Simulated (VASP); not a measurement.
# SrTiO3 (Pm-3m) in VASP: further runs

Runs on SrTiO3. Level: HSE06. Tasks: single point.

Program: VASP 6.6.1. These are calculated values, not measurements. Logs are shortened: lines on timing, memory, paths and dates and some standing lists are left out, and cuts for length are marked.

**1. The cell of the first run**

It takes space group Pm-3m (No. 221, cubic). The conventional cell has a = 3.946 Å, b = 3.946 Å, c = 3.946 Å, α = 90.00°, β = 90.00°, γ = 90.00°. Sr (site symmetry m-3m) has 12 O at 2.79 Å and 8 Ti at 3.42 Å within 3.7 Å. Ti (site symmetry m-3m) has 6 O at 1.97 Å within 2.6 Å. Within 2.6 Å of O (site symmetry 4/mmm) lie 2 Ti at 1.97 Å.

**2. Single point, HSE06 (strain +1.0%)**

Input file POSCAR:

```
SrTiO3
1.0
    3.9459200166      0.0000000000      0.0000000000
    0.0000000000      3.9459200166      0.0000000000
    0.0000000000      0.0000000000      3.9459200166
Sr Ti O
1 1 3
Direct
    0.0000000000      0.0000000000      0.0000000000
    0.5000000000      0.5000000000      0.5000000000
    0.5000000000      0.5000000000      0.0000000000
    0.5000000000      0.0000000000      0.5000000000
    0.0000000000      0.5000000000      0.5000000000
```

Input file INCAR.step1:

```
SYSTEM = SrTiO3
PREC = Accurate
ENCUT = 520
EDIFF = 1E-5
ISMEAR = 0
SIGMA = 0.01
LREAL = .FALSE.
LASPH = .TRUE.
NELM = 80
ALGO = Normal
ISIF = 2
LWAVE = .TRUE.
LCHARG = .FALSE.
GGA = PE
NBANDS = 28
```

Input file INCAR.step2:

```
SYSTEM = SrTiO3
PREC = Accurate
ENCUT = 520
EDIFF = 1E-7
ISMEAR = 0
SIGMA = 0.01
LREAL = .FALSE.
LASPH = .TRUE.
NELM = 80
ALGO = Normal
ISIF = 2
LWAVE = .FALSE.
LCHARG = .FALSE.
GGA = PE
LHFCALC = .TRUE.
HFSCREEN = 0.2079
PRECFOCK = Fast
ISTART = 1
NBANDS = 28
```

Input file KPOINTS:

```
regular mesh
0
G
  4 4 4
  0 0 0
```

Potentials or basis: VASP PAW PBE potentials, release 64 (Sr_sv, Ti_sv, O).

Run with:

```
$ cat potpaw_PBE.64/Sr_sv/POTCAR potpaw_PBE.64/Ti_sv/POTCAR potpaw_PBE.64/O/POTCAR > POTCAR
$ cp INCAR.step1 INCAR
$ mpirun -np 1 vasp_std > vasp.out
$ cp INCAR.step2 INCAR
$ mpirun -np 1 vasp_std > vasp.out
```

OUTCAR:

```text
SYSTEM = SrTiO3
   PREC = Accurate
   ENCUT = 520
   EDIFF = 1E-7
   ISMEAR = 0
   LREAL = .FALSE.
   LASPH = .TRUE.
   NELM = 80
   ISIF = 2
   GGA = PE
   LHFCALC = .TRUE.
   HFSCREEN = 0.2079
   PRECFOCK = Fast
   ISTART = 1

 ion  position               nearest neighbor table
   1  0.000  0.000  0.000-   3 2.79   4 2.79   5 2.79   4 2.79   5 2.79   3 2.79   5 2.79   5 2.79
                             3 2.79   4 2.79   4 2.79   3 2.79   2 3.42   2 3.42   2 3.42   2 3.42
   2  0.500  0.500  0.500-   3 1.97   4 1.97   5 1.97   3 1.97   4 1.97   5 1.97   1 3.42   1 3.42
                             1 3.42   1 3.42   1 3.42   1 3.42   1 3.42   1 3.42
   3  0.500  0.500  0.000-   2 1.97   2 1.97   1 2.79   1 2.79   1 2.79   1 2.79
   4  0.500  0.000  0.500-   2 1.97   2 1.97   1 2.79   1 2.79   1 2.79   1 2.79
   5  0.000  0.500  0.500-   2 1.97   2 1.97   1 2.79   1 2.79   1 2.79   1 2.79

  LATTYP: Found a simple cubic cell.
 ALAT       =     3.9459200166

  Lattice vectors:

 A1 = (   3.9459200166,   0.0000000000,   0.0000000000)
 A2 = (   0.0000000000,   3.9459200166,   0.0000000000)
 A3 = (   0.0000000000,   0.0000000000,   3.9459200166)

Analysis of symmetry for initial positions (statically):
=====================================================================
 Subroutine PRICEL returns:
 Original cell was already a primitive cell.

 Routine SETGRP: Setting up the symmetry group for a
 simple cubic supercell.

 Subroutine GETGRP returns: Found 48 space group operations
 (whereof 48 operations were pure point group operations)
 out of a pool of 48 trial point group operations.

The static configuration has the point symmetry O_h .

Analysis of symmetry for dynamics (positions and initial velocities):
=====================================================================
 Subroutine PRICEL returns:
 Original cell was already a primitive cell.

 Routine SETGRP: Setting up the symmetry group for a
 simple cubic supercell.

 Subroutine GETGRP returns: Found 48 space group operations
 (whereof 48 operations were pure point group operations)
 out of a pool of 48 trial point group operations.

The dynamic configuration has the point symmetry O_h .

 Subroutine INISYM returns: Found 48 space group operations
 (whereof 48 operations are pure point group operations),
 and found     1 'primitive' translations

----------------------------------------------------------------------------------------

                                     Primitive cell

  volume of cell :      61.4391

  direct lattice vectors                    reciprocal lattice vectors
     3.945920017  0.000000000  0.000000000     0.253426323  0.000000000  0.000000000
     0.000000000  3.945920017  0.000000000     0.000000000  0.253426323  0.000000000
     0.000000000  0.000000000  3.945920017     0.000000000  0.000000000  0.253426323

  length of vectors
     3.945920017  3.945920017  3.945920017     0.253426323  0.253426323  0.253426323

  position of ions in fractional coordinates (direct lattice)
     0.000000000  0.000000000  0.000000000
     0.500000000  0.500000000  0.500000000
     0.500000000  0.500000000  0.000000000
     0.500000000  0.000000000  0.500000000
     0.000000000  0.500000000  0.500000000

  ion indices of the primitive-cell ions
   primitive index   ion index
                 1           1
                 2           2
                 3           3
                 4           4
                 5           5

----------------------------------------------------------------------------------------

 KPOINTS: regular mesh

Automatic generation of k-mesh.
 Grid dimensions read from file:
 generate k-points for:    4    4    4

 Generating k-lattice:

  Cartesian coordinates                     Fractional coordinates (reciprocal lattice)
     0.063356581  0.000000000  0.000000000     0.250000000  0.000000000  0.000000000
     0.000000000  0.063356581  0.000000000     0.000000000  0.250000000  0.000000000
     0.000000000  0.000000000  0.063356581     0.000000000  0.000000000  0.250000000

  Length of vectors
     0.063356581  0.063356581  0.063356581

  Shift w.r.t. Gamma in fractional coordinates (k-lattice)
     0.000000000  0.000000000  0.000000000

 Subroutine IBZKPT returns following result:
 ===========================================

 Found     10 irreducible k-points:

 Following reciprocal coordinates:
            Coordinates               Weight
  0.000000  0.000000  0.000000      1.000000
  0.250000  0.000000  0.000000      6.000000
  0.500000  0.000000  0.000000      3.000000
  0.250000  0.250000  0.000000     12.000000
  0.500000  0.250000  0.000000     12.000000
  0.500000  0.500000  0.000000      3.000000
  0.250000  0.250000  0.250000      8.000000
  0.500000  0.250000  0.250000     12.000000
  0.500000  0.500000  0.250000      6.000000
  0.500000  0.500000  0.500000      1.000000
   k-points           NKPTS =     10   k-points in BZ     NKDIM =     64   number of bands    NBANDS=     28
   number of dos      NEDOS =    301   number of ions     NIONS =      5
   total plane-waves  NPLWV =  27000
   dimension x,y,z NGX =    30 NGY =   30 NGZ =   30
   dimension x,y,z NGXF=    60 NGYF=   60 NGZF=   60
   ions per type =               1   1   3
   NGX,Y,Z   is equivalent  to a cutoff of  12.64, 12.64, 12.64 a.u.
   NGXF,Y,Z  is equivalent  to a cutoff of  25.28, 25.28, 25.28 a.u.
 SYSTEM =  SrTiO3
   PREC   = accura    normal or accurate (medium, high low for compatibility)
   ISTART =      1    job   : 0-new  1-cont  2-samecut
   ICHARG =      0    charge: 1-file 2-atom 10-const
   ISPIN  =      1    spin polarized calculation?
   LNONCOLLINEAR =      F non collinear calculations
   LSORBIT =      F    spin-orbit coupling
   LASPH  =      T    aspherical Exc in radial PAW
   ENCUT  =  520.0 eV  38.22 Ry    6.18 a.u.   7.34  7.34  7.34*2*pi/ulx,y,z
   NELM   =     80;   NELMIN=  2; NELMDL=  0     # of ELM steps
   EDIFF  = 0.1E-06   stopping-criterion for ELM
   LREAL  =      F    real-space projection
   EDIFFG = 0.1E-05   stopping-criterion for IOM
   NSW    =      0    number of steps for IOM
   IBRION =     -1    ionic relax: 0-MD 1-quasi-New 2-CG
   NFREE  =      0    steps in history (QN), initial steepest desc. (CG)
   ISIF   =      2    stress and relaxation
   ISYM   =      3    0-nonsym 1-usesym 2-fastsym
   POTIM  = 0.5000    time-step for ionic-motion
   TEBEG  =    0.0;   TEEND  =   0.0 temperature during run
   PSTRESS=    0.0 pullay stress
   NELECT =      40.0000    total number of electrons
   NUPDOWN=      -1.0000    fix difference up-down
   EMIN   =  10.00;   EMAX   =-10.00  energy-range for DOS
   EFERMI =   0.00;   METHOD = LEGACY
   ISMEAR =     0;   SIGMA  =   0.01  broadening in eV -4-tet -1-fermi 0-gaus
   EFERMI_NEDOS =   21; number of points for ismear=-14 and -15
   IALGO  =     38    algorithm
   IMIX   =      1    mixing-type and parameters
     AMIX     =   0.40;   BMIX     =  1.00
     AMIX_MAG =   1.60;   BMIX_MAG =  1.00
  volume/ion in A,a.u.               =      12.29        82.92
  Fermi-wavevector in a.u.,A,eV,Ry     =   1.418883  2.681300 27.391639  2.013229
  Thomas-Fermi vector in A             =   2.539962
   LORBIT       =      0    0 simple, 1 ext, 2 COOP (PROOUT), +10 PAW based schemes
   GGA     = PE    functional components
   LHFCALC =     T    Hartree Fock is set to
   PRECFOCK=fast      Normal, Fast or Accurate (Low or Medium for compatibility)
   ENCUT4O =  -1.0   cutoff for four orbital integrals eV
   NKREDX  =     1    reduce k-point grid by
   NKREDY  =     1    reduce k-point grid by
   NKREDZ  =     1    reduce k-point grid by
   AEXX    =    0.2500 exact exchange contribution
   HFSCREEN=    0.2079 screening length (either q_TF or 0.3 A-1)
   HFSCREENC=   0.2079 screening length for correlation (either q_TF or 0.3 A-1)
   ENCUTFOCK=  -1.0 apply spherical cutoff to Coloumb kernel
   IVDW    =     0    specifies the selected vdW correction
   LEPSILON=     F    determine dielectric tensor
   LRPA    =     F    only Hartree local field effects (RPA)
 non-spin polarized calculation
 Gauss-broadening in eV      SIGMA  =   0.01
  energy-cutoff  :      520.00
  volume of cell :       61.44
 maximum number of plane-waves:      1671
 NGX is ok and might be reduce to    30
  NGX = 16; NGY = 16; NGZ = 16

 number of electron      39.9999987 magnetization

 Free energy of the ion-electron system (eV)
  ---------------------------------------------------
  ext. energy  EPLUGINS =         0.00000000
  ---------------------------------------------------
  free energy    TOTEN  =       -48.57351927 eV

  energy without entropy =      -48.57351927  energy(sigma->0) =      -48.57351927

 E-fermi :   3.0248     XC(G=0):  -9.1247

 val. band max:        2.8999884678   @ k =   0.5000   0.5000   0.5000
 cond. band min:       6.1102937651   @ k =   0.0000   0.0000   0.0000
 fundamental gap:      3.2103052973
 Fermi energy:         3.0247648065

 k-point     1 :       0.0000    0.0000    0.0000
  band No.  band energies     occupation
      1     -58.0998      2.00000
      2     -32.6592      2.00000
      3     -32.6592      2.00000
      4     -32.6592      2.00000
      5     -31.8870      2.00000
      6     -16.0993      2.00000
[... 20 lines left out ...]
     27       9.8853      0.00000
     28      10.4427      0.00000

 k-point     2 :       0.2500    0.0000    0.0000
  band No.  band energies     occupation
      1     -58.0993      2.00000
      2     -32.6966      2.00000
      3     -32.6571      2.00000
      4     -32.6571      2.00000
      5     -31.8692      2.00000
      6     -16.1025      2.00000
[... 20 lines left out ...]
     27      10.8347      0.00000
     28      11.8743      0.00000

 k-point     3 :       0.5000    0.0000    0.0000
  band No.  band energies     occupation
      1     -58.0987      2.00000
      2     -32.7331      2.00000
      3     -32.6550      2.00000
      4     -32.6550      2.00000
      5     -31.8522      2.00000
      6     -16.1927      2.00000
[... 182 lines left out ...]
      3     -32.7151      2.00000
      4     -32.6818      2.00000
      5     -31.8385      2.00000
      6     -15.0938      2.00000
[... 20 lines left out ...]
     27      12.5609      0.00000
     28      12.7596      0.00000

 k-point    10 :       0.5000    0.5000    0.5000
  band No.  band energies     occupation
      1     -58.0964      2.00000
      2     -32.7127      2.00000
      3     -32.7127      2.00000
      4     -32.7127      2.00000
      5     -31.8298      2.00000
      6     -14.7347      2.00000
[... 20 lines left out ...]
     27      12.7601      0.00000
     28      12.7601      0.00000

------------------------ aborting loop because EDIFF is reached ----------------------------------------

  FORCE on cell =-STRESS in cart. coord.  units (eV):
  Direction    XX          YY          ZZ          XY          YZ          ZX
  --------------------------------------------------------------------------------------
  -------------------------------------------------------------------------------------
  Total       -2.4319040     -2.4319040     -2.4319040      0.0000000      0.0000000     -0.0000000
  in kB      -63.4179471    -63.4179471    -63.4179471      0.0000000      0.0000000     -0.0000000
  external PRESSURE =     -63.4179471 kB  Pullay stress =       0.0000000 kB

 VOLUME and BASIS-vectors are now :
 -----------------------------------------------------------------------------
  energy-cutoff  :      520.00
  volume of cell :       61.44
      direct lattice vectors                 reciprocal lattice vectors
     3.945920017  0.000000000  0.000000000     0.253426323  0.000000000  0.000000000
     0.000000000  3.945920017  0.000000000     0.000000000  0.253426323  0.000000000
     0.000000000  0.000000000  3.945920017     0.000000000  0.000000000  0.253426323

 POSITION                                       TOTAL-FORCE (eV/Angst)
 -----------------------------------------------------------------------------------
      0.00000      0.00000      0.00000         0.000000      0.000000      0.000000
      1.97296      1.97296      1.97296         0.000000      0.000000      0.000000
      1.97296      1.97296      0.00000         0.000000      0.000000      0.000000
      1.97296      0.00000      1.97296         0.000000      0.000000      0.000000
      0.00000      1.97296      1.97296         0.000000      0.000000      0.000000
 -----------------------------------------------------------------------------------
    total drift:                               -0.000001     -0.000000     -0.000001

  FREE ENERGIE OF THE ION-ELECTRON SYSTEM (eV)
  ---------------------------------------------------
  free  energy   TOTEN  =       -48.5735192664 eV

  energy  without entropy=      -48.5735192664  energy(sigma->0) =      -48.57351927
```

Wall time 44 min (1 thread of Intel Xeon 8259CL, shared host); peak memory 0.3 GiB.

What came out:

| Property | Result |
| --- | --- |
| Free energy | -48.5735 eV |
| Pressure | -6.3 GPa |
| Band gap on the k mesh | 3.21 eV (least direct gap 3.60 eV) |

Levels at points of the mesh, in eV from the valence-band top:
```tsv
k point	band 16	band 17	band 18	band 19	band 20	band 21	band 22	band 23	band 24	band 25
(0.00, 0.00, 0.00)	-1.21	-1.21	-0.39	-0.39	-0.39	3.21	3.21	3.21	5.45	5.45
(0.50, 0.00, 0.00)	-2.43	-2.43	-1.99	-0.79	-0.79	3.38	5.22	5.22	5.47	7.79
(0.50, 0.50, 0.00)	-2.91	-1.97	-1.67	-1.67	-0.09	5.23	5.23	5.78	6.48	9.54
(0.50, 0.50, 0.50)	-3.95	-3.95	0.00	0.00	0.00	5.99	5.99	5.99	8.51	8.51
```

Caveat: the cell differs from its parent crystal (strain +1.0%); the cell stands under tension; the PAW data sets were made with another functional, which shifts forces and pressure a little. A k mesh can miss the band edges.

[end of part 1 of 2]
